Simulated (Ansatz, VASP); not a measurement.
## SrO: VASP beside Ansatz

File INCAR:

```
SYSTEM = SrO
ALGO = Normal
EDIFF = 1E-7
ENCUT = 520
GGA = PS
ISIF = 2
ISMEAR = 0
LASPH = .TRUE.
LCHARG = .FALSE.
LREAL = .FALSE.
LWAVE = .FALSE.
NBANDS = 24
NELM = 60
PREC = Accurate
SIGMA = 0.02
```

The input KPOINTS:

```
k-points
0
G
  9 9 6
  0 0 0
```

The input POSCAR:

```
SrO
1.0
    4.2088545012      0.0000000000      0.0000000000
   -2.1044272506      3.6449749188      0.0000000000
    0.0000000000      0.0000000000      5.3846065195
Sr O
2 2
Direct
    0.3333333300      0.6666666700      0.9497655420
    0.6666666700      0.3333333300      0.4497655420
    0.3333333300      0.6666666700      0.4252344580
    0.6666666700      0.3333333300      0.9252344580
```

Input for Ansatz:

```yaml
crystal:
  lattice:
    - [4.2088545012, 0.0, 0.0]
    - [-2.1044272506, 3.6449749188, 0.0]
    - [0.0, 0.0, 5.3846065195]
  atoms:
    - { symbol: Sr, position: [0.33333333, 0.66666667, 0.949765542] }
    - { symbol: Sr, position: [0.66666667, 0.33333333, 0.449765542] }
    - { symbol: O, position: [0.33333333, 0.66666667, 0.425234458] }
    - { symbol: O, position: [0.66666667, 0.33333333, 0.925234458] }
basis:
  ecutwfc: 420
kpoints:
  mp_grid: { grid: [9, 9, 6] }
hamiltonian:
  xc: pbesol
scf:
  occupations: { method: gaussian, width: 0.02 }
output:
  forces: true
  stress: true
  eigenvalues: true
  populations: true
```

Alike in both runs: task single point; functional PBEsol; k mesh 9 × 9 × 6; occupations gaussian, width 0.02 eV; no spin polarisation.

```csv
,VASP,Ansatz
version,VASP 6.6.1,Ansatz 0.2.0
potentials or method,"VASP PAW PBE potentials, release 64 (Sr_sv, O), cutoff 520 eV","scalar-relativistic, plane waves, PAW"
valence electrons in the cell,32,32
```

Ansatz gave:

```
gap on the k mesh at the Fermi level (eV)                     : 2.58
least direct gap on the mesh (eV)                             : 2.64
pressure (GPa)                                                : -2.3
traceless stress, the component that is largest in VASP (GPa) : -2.56
rms of the force components (eV/Å)                            : 0.023
```

Task: Which values does VASP return?

Result: gap on the k mesh at the Fermi level (eV): 2.57; least direct gap on the mesh (eV): 2.63; pressure (GPa): -1.8; traceless stress, the component that is largest in VASP (GPa): -2.71; rms of the force components (eV/Å): 0.027.

VASP's potentials were made for PBE, not for PBEsol. Atom by atom the forces differ by 0.004 eV/Å (rms over components). With one functional, cell and mesh, what is left measures potentials, basis and numerics.
